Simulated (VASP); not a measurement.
Write the native input for VASP 6.6.1 that does the following.

- Task: single point
- Functional: PBEsol
- Potentials or basis: VASP PAW PBE potentials, release 64 (Sn_d, O)
- Cutoff: 520 eV
- k mesh: 14 × 14 × 12
- Occupations: gaussian, width 0.1 eV
- Spin: no spin polarisation
- Dipole correction: no
- Further INCAR settings: ALGO = Normal; EDIFF = 1e-06; NBANDS = 28

The structure of SnO lies in POSCAR:

```
SnO
1.0
    4.0336116215      0.0000000000      0.0000000000
    0.0000000000      3.7482145728      0.0000000000
    0.0000000000      0.0000000000      4.6821301148
Sn O
2 2
Direct
    0.0000000000      0.5000000000      0.2421499067
    0.5000000000      0.0000000000      0.7578500933
    0.5000000000      0.5000000000      0.0070898437
    0.0000000000      0.0000000000     -0.0070898437
```

This cell differs from its parent crystal: uniaxial strain along a: +6.0 %.

These files were run (other wordings do the same):

INCAR

```
SYSTEM = SnO
PREC = Accurate
ENCUT = 520
EDIFF = 1E-6
ISMEAR = 0
SIGMA = 0.1
LREAL = .False.
LASPH = .True.
NELM = 80
ALGO = Normal
ISIF = 2
LWAVE = .False.
LCHARG = .False.
GGA = PS
NBANDS = 28
```

KPOINTS

```
Automatic mesh
0
Gamma
  14 14 12
  0 0 0
```

Potentials or basis: VASP PAW PBE potentials, release 64 (Sn_d, O).

Launch:

```sh
$ cat potpaw_PBE.64/Sn_d/POTCAR potpaw_PBE.64/O/POTCAR > POTCAR
$ mpirun -np 1 vasp_std > vasp.out
```

Results of the run:

The pressure is -2.7 GPa. The largest force is 0.197 eV/Å and the band gap on the k mesh is 0.12 eV, indirect (least direct gap 1.76 eV).

Caveat: the cell differs from its parent crystal (uniaxial strain along a: +6.0 %); the PAW data sets were made with another functional, which shifts forces and pressure a little; spin-orbit coupling is left out, which moves the levels of the heavy elements.

Wall time 17 min on 1 thread of Intel(R) Xeon(R) Platinum 8259CL CPU @ 2.50GHz (Skylake/Cascade Lake) (shared host), peak memory 0.73 GiB.
